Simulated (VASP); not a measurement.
Here is a VASP 6.6.1 calculation.

INCAR

```
PREC     = Accurate       # precision mode
ENCUT    = 520            # plane-wave cutoff, eV
EDIFF    = 1E-7           # SCF threshold, eV
ISMEAR   = -1             # smearing method
SIGMA    = 0.1            # smearing width, eV
LREAL    = False          # projectors in reciprocal space
LASPH    = True           # aspherical terms in the spheres
NELM     = 60             # most SCF steps
ALGO     = Normal         # electronic algorithm
ISIF     = 2              # what is computed and relaxed
LWAVE    = False          # write WAVECAR
LCHARG   = True           # write CHGCAR
GGA      = PE             # functional
LELF     = True           # ELF
LVHAR    = True         
NBANDS   = 12             # bands
```

Contents of KPOINTS:

```
regular mesh
0
Gamma
  12 12 12
```

Contents of POSCAR:

```
Ta
1.0
   -1.6401972500      1.6401972500      1.6401972500
    1.6401972500     -1.6401972500      1.6401972500
    1.6401972500      1.6401972500     -1.6401972500
Ta
1
Direct
    0.0000000000      0.0000000000      0.0000000000
```

Potentials or basis: VASP PAW PBE potentials, release 64 (Ta_pv).

Launch:

```bash
$ cat potpaw_PBE.64/Ta_pv/POTCAR > POTCAR
$ mpirun -np 1 vasp_std > vasp.out
```

Predict the pressure.

7.2 GPa.
